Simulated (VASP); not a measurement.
# ZnW2 (Fd-3m) in VASP: notebook

Runs on ZnW2. Level: PBE. Tasks: single point, relaxation of cell and atoms.

Program: VASP 6.6.1. These are calculated values, not measurements. Logs are shortened: lines on timing, memory, paths and dates and some standing lists are left out, and cuts for length are marked.

## Step 1: The cell of the first run

It takes space group Fd-3m (No. 227, cubic). The conventional cell has a = 7.192 Å, b = 7.192 Å, c = 7.192 Å, α = 90.00°, β = 90.00°, γ = 90.00°. Zn (site symmetry -43m) has 12 W at 2.98 Å and 4 Zn at 3.11 Å within 3.9 Å. W (site symmetry -3m) has 6 W at 2.54 Å and 6 Zn at 2.98 Å within 3.4 Å.

## Step 2: Single point, PBE

INCAR

```
PREC = Accurate
ENCUT = 520
EDIFF = 1E-6
ISMEAR = 0
SIGMA = 0.1
LREAL = False
LASPH = True
NELM = 100
ALGO = Normal
ISIF = 2
LWAVE = False
LCHARG = False
GGA = PE
NBANDS = 49
```

KPOINTS

```
regular mesh
0
Gamma
  4 4 4
```

POSCAR

```
ZnW2
1.0
    0.0000000000      3.5960849075      3.5960849075
    3.5960849075      0.0000000000      3.5960849075
    3.5960849075      3.5960849075      0.0000000000
Zn W
2 4
Direct
    0.0000000000      0.0000000000      0.0000000000
    0.2500000000      0.2500000000      0.2500000000
    0.6250000000      0.6250000000      0.6250000000
    0.1250000000      0.6250000000      0.6250000000
    0.6250000000      0.6250000000      0.1250000000
    0.6250000000      0.1250000000      0.6250000000
```

Potentials or basis: VASP PAW PBE potentials, release 64 (Zn, W_sv).

Command:

```sh
> cat potpaw_PBE.64/Zn/POTCAR potpaw_PBE.64/W_sv/POTCAR > POTCAR
> mpirun -np 1 vasp_std > vasp.out
```

OUTCAR:

```text
PREC = Accurate
   ENCUT = 520
   EDIFF = 1E-6
   ISMEAR = 0
   LREAL = False
   LASPH = True
   NELM = 100
   ISIF = 2
   GGA = PE

 ion  position               nearest neighbor table
   1  0.000  0.000  0.000-   3 2.98   5 2.98   6 2.98   3 2.98   4 2.98   5 2.98   3 2.98   4 2.98
                             6 2.98   4 2.98   5 2.98   6 2.98
   2  0.250  0.250  0.250-   4 2.98   5 2.98   6 2.98   3 2.98   4 2.98   6 2.98   3 2.98   4 2.98
                             5 2.98   3 2.98   5 2.98   6 2.98
   3  0.625  0.625  0.625-   4 2.54   5 2.54   6 2.54   5 2.54   6 2.54   4 2.54   1 2.98   2 2.98
                             1 2.98   2 2.98   1 2.98   2 2.98
   4  0.125  0.625  0.625-   3 2.54   5 2.54   6 2.54   3 2.54   5 2.54   6 2.54   2 2.98   1 2.98
                             1 2.98   2 2.98   2 2.98   1 2.98
   5  0.625  0.625  0.125-   3 2.54   3 2.54   4 2.54   6 2.54   6 2.54   4 2.54   1 2.98   2 2.98
                             1 2.98   2 2.98   1 2.98   2 2.98
   6  0.625  0.125  0.625-   3 2.54   5 2.54   3 2.54   4 2.54   5 2.54   4 2.54   2 2.98   1 2.98
                             2 2.98   2 2.98   1 2.98   1 2.98

  LATTYP: Found a face centered cubic cell.
 ALAT       =     7.1921698150

  Lattice vectors:

 A1 = (   0.0000000000,   3.5960849075,   3.5960849075)
 A2 = (   3.5960849075,   0.0000000000,   3.5960849075)
 A3 = (   3.5960849075,   3.5960849075,   0.0000000000)

Analysis of symmetry for initial positions (statically):
=====================================================================
 Subroutine PRICEL returns:
 Original cell was already a primitive cell.

 Routine SETGRP: Setting up the symmetry group for a
 face centered cubic supercell.

 Subroutine GETGRP returns: Found 48 space group operations
 (whereof 24 operations were pure point group operations)
 out of a pool of 48 trial point group operations.

The static configuration has the point symmetry T_d .
 The point group associated with its full space group is O_h .

Analysis of symmetry for dynamics (positions and initial velocities):
=====================================================================
 Subroutine PRICEL returns:
 Original cell was already a primitive cell.

 Routine SETGRP: Setting up the symmetry group for a
 face centered cubic supercell.

 Subroutine GETGRP returns: Found 48 space group operations
 (whereof 24 operations were pure point group operations)
 out of a pool of 48 trial point group operations.

The dynamic configuration has the point symmetry T_d .
 The point group associated with its full space group is O_h .

 Subroutine INISYM returns: Found 48 space group operations
 (whereof 24 operations are pure point group operations),
 and found     1 'primitive' translations

----------------------------------------------------------------------------------------

                                     Primitive cell

  volume of cell :      93.0079

  direct lattice vectors                    reciprocal lattice vectors
     0.000000000  3.596084907  3.596084907    -0.139040099  0.139040099  0.139040099
     3.596084907  0.000000000  3.596084907     0.139040099 -0.139040099  0.139040099
     3.596084907  3.596084907  0.000000000     0.139040099  0.139040099 -0.139040099

  length of vectors
     5.085632048  5.085632048  5.085632048     0.240824515  0.240824515  0.240824515

  position of ions in fractional coordinates (direct lattice)
     0.000000000  0.000000000  0.000000000
     0.250000000  0.250000000  0.250000000
     0.625000000  0.625000000  0.625000000
     0.125000000  0.625000000  0.625000000
     0.625000000  0.625000000  0.125000000
     0.625000000  0.125000000  0.625000000

  ion indices of the primitive-cell ions
   primitive index   ion index
                 1           1
                 2           2
                 3           3
                 4           4
                 5           5
                 6           6

----------------------------------------------------------------------------------------

 KPOINTS: regular mesh

Automatic generation of k-mesh.
 Grid dimensions read from file:
 generate k-points for:    4    4    4

 Generating k-lattice:

  Cartesian coordinates                     Fractional coordinates (reciprocal lattice)
    -0.034760025  0.034760025  0.034760025     0.250000000  0.000000000  0.000000000
     0.034760025 -0.034760025  0.034760025     0.000000000  0.250000000  0.000000000
     0.034760025  0.034760025 -0.034760025     0.000000000  0.000000000  0.250000000

  Length of vectors
     0.060206129  0.060206129  0.060206129

  Shift w.r.t. Gamma in fractional coordinates (k-lattice)
     0.000000000  0.000000000  0.000000000

 Subroutine IBZKPT returns following result:
 ===========================================

 Found      8 irreducible k-points:

 Following reciprocal coordinates:
            Coordinates               Weight
  0.000000  0.000000  0.000000      1.000000
  0.250000  0.000000  0.000000      8.000000
  0.500000  0.000000  0.000000      4.000000
  0.250000  0.250000  0.000000      6.000000
  0.500000  0.250000  0.000000     24.000000
 -0.250000  0.250000  0.000000     12.000000
  0.500000  0.500000  0.000000      3.000000
 -0.250000  0.500000  0.250000      6.000000
   k-points           NKPTS =      8   k-points in BZ     NKDIM =      8   number of bands    NBANDS=     49
   number of dos      NEDOS =    301   number of ions     NIONS =      6
   total plane-waves  NPLWV =  64000
   dimension x,y,z NGX =    40 NGY =   40 NGZ =   40
   dimension x,y,z NGXF=    80 NGYF=   80 NGZF=   80
   ions per type =               2   4
   NGX,Y,Z   is equivalent  to a cutoff of  13.08, 13.08, 13.08 a.u.
   NGXF,Y,Z  is equivalent  to a cutoff of  26.15, 26.15, 26.15 a.u.
 SYSTEM =  unknown system
   PREC   = accura    normal or accurate (medium, high low for compatibility)
   ISTART =      0    job   : 0-new  1-cont  2-samecut
   ICHARG =      2    charge: 1-file 2-atom 10-const
   ISPIN  =      1    spin polarized calculation?
   LNONCOLLINEAR =      F non collinear calculations
   LSORBIT =      F    spin-orbit coupling
   LASPH  =      T    aspherical Exc in radial PAW
   ENCUT  =  520.0 eV  38.22 Ry    6.18 a.u.   9.46  9.46  9.46*2*pi/ulx,y,z
   NELM   =    100;   NELMIN=  2; NELMDL= -5     # of ELM steps
   EDIFF  = 0.1E-05   stopping-criterion for ELM
   LREAL  =      F    real-space projection
   EDIFFG = 0.1E-04   stopping-criterion for IOM
   NSW    =      0    number of steps for IOM
   IBRION =     -1    ionic relax: 0-MD 1-quasi-New 2-CG
   NFREE  =      0    steps in history (QN), initial steepest desc. (CG)
   ISIF   =      2    stress and relaxation
   ISYM   =      2    0-nonsym 1-usesym 2-fastsym
   POTIM  = 0.5000    time-step for ionic-motion
   TEBEG  =    0.0;   TEEND  =   0.0 temperature during run
   PSTRESS=    0.0 pullay stress
   NELECT =      80.0000    total number of electrons
   NUPDOWN=      -1.0000    fix difference up-down
   EMIN   =  10.00;   EMAX   =-10.00  energy-range for DOS
   EFERMI =   0.00;   METHOD = LEGACY
   ISMEAR =     0;   SIGMA  =   0.10  broadening in eV -4-tet -1-fermi 0-gaus
   EFERMI_NEDOS =   21; number of points for ismear=-14 and -15
   IALGO  =     38    algorithm
   IMIX   =      4    mixing-type and parameters
     AMIX     =   0.40;   BMIX     =  1.00
     AMIX_MAG =   1.60;   BMIX_MAG =  1.00
  volume/ion in A,a.u.               =      15.50       104.61
  Fermi-wavevector in a.u.,A,eV,Ry     =   1.556915  2.942143 32.980307  2.423984
  Thomas-Fermi vector in A             =   2.660641
   LORBIT       =      0    0 simple, 1 ext, 2 COOP (PROOUT), +10 PAW based schemes
   GGA     = PE    functional components
   LHFCALC =     F    Hartree Fock is set to
   AEXX    =    0.0000 exact exchange contribution
   IVDW    =     0    specifies the selected vdW correction
   LEPSILON=     F    determine dielectric tensor
   LRPA    =     F    only Hartree local field effects (RPA)
 non-spin polarized calculation
 Gauss-broadening in eV      SIGMA  =   0.10
  energy-cutoff  :      520.00
  volume of cell :       93.01
 maximum number of plane-waves:      2525
 NGX is ok and might be reduce to    40
   NGX = 19   NGY = 19   NGZ = 19

 number of electron      80.0000026 magnetization

 Free energy of the ion-electron system (eV)
  ---------------------------------------------------
  ext. energy  EPLUGINS =         0.00000000
  ---------------------------------------------------
  free energy    TOTEN  =       -48.37893360 eV

  energy without entropy =      -48.33293491  energy(sigma->0) =      -48.35593425

 E-fermi :   8.6367     XC(G=0): -12.9267

 val. band max:        8.5971799734   @ k =   0.2500   0.2500   0.0000
 cond. band min:       8.6484248777   @ k =   0.2500   0.0000   0.0000
 fundamental gap:      0.0512449044
 Fermi energy:         8.6367075880

 k-point     1 :       0.0000    0.0000    0.0000
  band No.  band energies     occupation
      1     -65.1908      2.00000
      2     -64.8955      2.00000
      3     -64.8955      2.00000
      4     -64.8955      2.00000
      5     -31.1051      2.00000
      6     -30.0306      2.00000
[... 41 lines left out ...]
     48      11.9508      0.00000
     49      13.9385      0.00000

 k-point     2 :       0.2500    0.0000    0.0000
  band No.  band energies     occupation
      1     -65.1604      2.00000
      2     -64.9270      2.00000
      3     -64.8956      2.00000
      4     -64.8956      2.00000
      5     -30.8952      2.00000
      6     -29.9489      2.00000
[... 41 lines left out ...]
     48      12.4968      0.00000
     49      12.6945      0.00000

 k-point     3 :       0.5000    0.0000    0.0000
  band No.  band energies     occupation
      1     -65.1180      2.00000
      2     -64.9704      2.00000
      3     -64.8956      2.00000
      4     -64.8956      2.00000
      5     -30.6659      2.00000
      6     -29.8757      2.00000
[... 249 lines left out ...]
     48      11.5193      0.00000
     49      11.8728      0.00000

 k-point     8 :      -0.2500    0.5000    0.2500
  band No.  band energies     occupation
      1     -65.0446      2.00000
      2     -65.0446      2.00000
      3     -64.8956      2.00000
      4     -64.8956      2.00000
      5     -30.1437      2.00000
      6     -30.1437      2.00000
[... 41 lines left out ...]
     48      12.5715      0.00000
     49      12.8652      0.00000

------------------------ aborting loop because EDIFF is reached ----------------------------------------

  FORCE on cell =-STRESS in cart. coord.  units (eV):
  Direction    XX          YY          ZZ          XY          YZ          ZX
  --------------------------------------------------------------------------------------
  -------------------------------------------------------------------------------------
  Total       16.8042556     16.8042556     16.8042556      0.0000000      0.0000000      0.0000000
  in kB      289.4743273    289.4743273    289.4743273      0.0000000      0.0000000      0.0000000
  external PRESSURE =     289.4743273 kB  Pullay stress =       0.0000000 kB

 VOLUME and BASIS-vectors are now :
 -----------------------------------------------------------------------------
  energy-cutoff  :      520.00
  volume of cell :       93.01
      direct lattice vectors                 reciprocal lattice vectors
     0.000000000  3.596084907  3.596084907    -0.139040099  0.139040099  0.139040099
     3.596084907  0.000000000  3.596084907     0.139040099 -0.139040099  0.139040099
     3.596084907  3.596084907  0.000000000     0.139040099  0.139040099 -0.139040099

 POSITION                                       TOTAL-FORCE (eV/Angst)
 -----------------------------------------------------------------------------------
      0.00000      0.00000      0.00000         0.000000     -0.000000     -0.000000
      1.79804      1.79804      1.79804        -0.000000     -0.000000      0.000000
      4.49511      4.49511      4.49511        -0.000000      0.000000     -0.000000
      4.49511      2.69706      2.69706        -0.000000      0.000000     -0.000000
      2.69706      2.69706      4.49511        -0.000000      0.000000     -0.000000
      2.69706      4.49511      2.69706        -0.000000      0.000000     -0.000000
 -----------------------------------------------------------------------------------
    total drift:                                0.000000      0.000000      0.000000

  FREE ENERGIE OF THE ION-ELECTRON SYSTEM (eV)
  ---------------------------------------------------
  free  energy   TOTEN  =       -48.3789335971 eV

  energy  without entropy=      -48.3329349090  energy(sigma->0) =      -48.35593425
```

Run time: 27 s. Hardware: 1 thread of Intel Xeon 6975P-C (Granite Rapids), shared host; peak memory 0.23 GiB.

Results:

```
Free energy            : -48.3789 eV
Pressure               : 28.9 GPa
Band gap on the k mesh : zero (bands 40 and 41 overlap by 1.50 eV)
```

Caveat: the k points lie up to 0.38 Å⁻¹ apart, too coarse for converged energies and pressures of a metal; spin-orbit coupling is left out, which moves the levels of the heavy elements.

## Step 3: Single point, PBE

This run uses another cell than the first one, of 17.46 Å³/atom.

INCAR

```
ALGO = Fast ; EDIFF = 1E-6
ENCUT = 520 ; GGA = PE
ISIF = 2 ; ISMEAR = 0
LASPH = True ; LCHARG = True
LELF = True ; LREAL = False
LVHAR = True ; LWAVE = False
NBANDS = 49 ; NELM = 60
PREC = Accurate ; SIGMA = 0.1
```

KPOINTS

```
k-points
0
Gamma
  4 4 4
```

POSCAR: that of step 2 with these lines changed.

```diff
@@ -2,5 +2,5 @@
 1.0
-    0.0000000000      3.5960849075      3.5960849075
-    3.5960849075      0.0000000000      3.5960849075
-    3.5960849075      3.5960849075      0.0000000000
+    0.0000000000      3.7414696440      3.7414696440
+    3.7414696440      0.0000000000      3.7414696440
+    3.7414696440      3.7414696440      0.0000000000
 Zn W
```

Potentials or basis: VASP PAW PBE potentials, release 64 (Zn, W_sv).

Command:

```sh
> cat potpaw_PBE.64/Zn/POTCAR potpaw_PBE.64/W_sv/POTCAR > POTCAR
> mpirun -np 1 vasp_std > vasp.out
```

OUTCAR:

```text
EDIFF = 1E-6
   ENCUT = 520
   GGA = PE
   ISIF = 2
   ISMEAR = 0
   LASPH = True
   LREAL = False
   NELM = 60
   PREC = Accurate

 ion  position               nearest neighbor table
   1  0.000  0.000  0.000-   3 3.10   5 3.10   6 3.10   3 3.10   4 3.10   5 3.10   3 3.10   4 3.10
                             6 3.10   4 3.10   5 3.10   6 3.10
   2  0.250  0.250  0.250-   4 3.10   5 3.10   6 3.10   3 3.10   4 3.10   6 3.10   3 3.10   4 3.10
                             5 3.10   3 3.10   5 3.10   6 3.10
   3  0.625  0.625  0.625-   4 2.65   5 2.65   6 2.65   5 2.65   6 2.65   4 2.65   1 3.10   2 3.10
                             1 3.10   2 3.10   1 3.10   2 3.10
   4  0.125  0.625  0.625-   3 2.65   5 2.65   6 2.65   3 2.65   5 2.65   6 2.65   2 3.10   1 3.10
                             1 3.10   2 3.10   2 3.10   1 3.10
   5  0.625  0.625  0.125-   3 2.65   3 2.65   4 2.65   6 2.65   6 2.65   4 2.65   1 3.10   2 3.10
                             1 3.10   2 3.10   1 3.10   2 3.10
   6  0.625  0.125  0.625-   3 2.65   5 2.65   3 2.65   4 2.65   5 2.65   4 2.65   2 3.10   1 3.10
                             2 3.10   2 3.10   1 3.10   1 3.10

  LATTYP: Found a face centered cubic cell.
[... 180 lines left out ...]
 fundamental gap:      0.0570351899
 Fermi energy:         7.2550967153

 k-point     1 :       0.0000    0.0000    0.0000
  band No.  band energies     occupation
      1     -66.6634      2.00000
      2     -66.4819      2.00000
      3     -66.4819      2.00000
      4     -66.4819      2.00000
      5     -31.9818      2.00000
      6     -31.2863      2.00000
[... 405 lines left out ...]
     48      10.6282      0.00000
     49      10.8747      0.00000

------------------------ aborting loop because EDIFF is reached ----------------------------------------

  FORCE on cell =-STRESS in cart. coord.  units (eV):
  Direction    XX          YY          ZZ          XY          YZ          ZX
  --------------------------------------------------------------------------------------
  -------------------------------------------------------------------------------------
  Total        0.3113451      0.3113451      0.3113451     -0.0000000     -0.0000000      0.0000000
  in kB        4.7620719      4.7620719      4.7620719     -0.0000000     -0.0000000      0.0000000
  external PRESSURE =       4.7620719 kB  Pullay stress =       0.0000000 kB

 VOLUME and BASIS-vectors are now :
 -----------------------------------------------------------------------------
  energy-cutoff  :      520.00
  volume of cell :      104.75
      direct lattice vectors                 reciprocal lattice vectors
     0.000000000  3.741469644  3.741469644    -0.133637326  0.133637326  0.133637326
     3.741469644  0.000000000  3.741469644     0.133637326 -0.133637326  0.133637326
     3.741469644  3.741469644  0.000000000     0.133637326  0.133637326 -0.133637326

 POSITION                                       TOTAL-FORCE (eV/Angst)
 -----------------------------------------------------------------------------------
      0.00000      0.00000      0.00000         0.000000     -0.000000     -0.000000
      1.87073      1.87073      1.87073        -0.000000      0.000000      0.000000
      4.67684      4.67684      4.67684         0.000000     -0.000000      0.000000
      4.67684      2.80610      2.80610         0.000000     -0.000000      0.000000
      2.80610      2.80610      4.67684         0.000000     -0.000000      0.000000
      2.80610      4.67684      2.80610         0.000000     -0.000000      0.000000
 -----------------------------------------------------------------------------------
    total drift:                                0.000000      0.000000      0.000000

  FREE ENERGIE OF THE ION-ELECTRON SYSTEM (eV)
  ---------------------------------------------------
  free  energy   TOTEN  =       -49.3579826438 eV

  energy  without entropy=      -49.3204015999  energy(sigma->0) =      -49.33919212
```

stdout:

```text
POSCAR found type information on POSCAR ZnW
 POSCAR found :  2 types and       6 ions
 scaLAPACK will be used
 LDA part: xc-table for (Slater+PW92), standard interpolation
 POSCAR, INCAR and KPOINTS ok, starting setup
 FFT: planning ... GRIDC
 FFT: planning ... GRID_SOFT
 FFT: planning ... GRID
 WAVECAR not read
 entering main loop
```

Run time: 43 s. Hardware: 1 thread of Intel Xeon 6975P-C (Granite Rapids), shared host; peak memory 0.24 GiB.

Results:

```
Free energy            : -49.3580 eV
Pressure               : 0.5 GPa
Band gap on the k mesh : zero (bands 40 and 41 overlap by 1.35 eV)
```

Caveat: the k points lie up to 0.36 Å⁻¹ apart, too coarse for converged energies and pressures of a metal; spin-orbit coupling is left out, which moves the levels of the heavy elements.

(Part 1 of 2 ends here.)
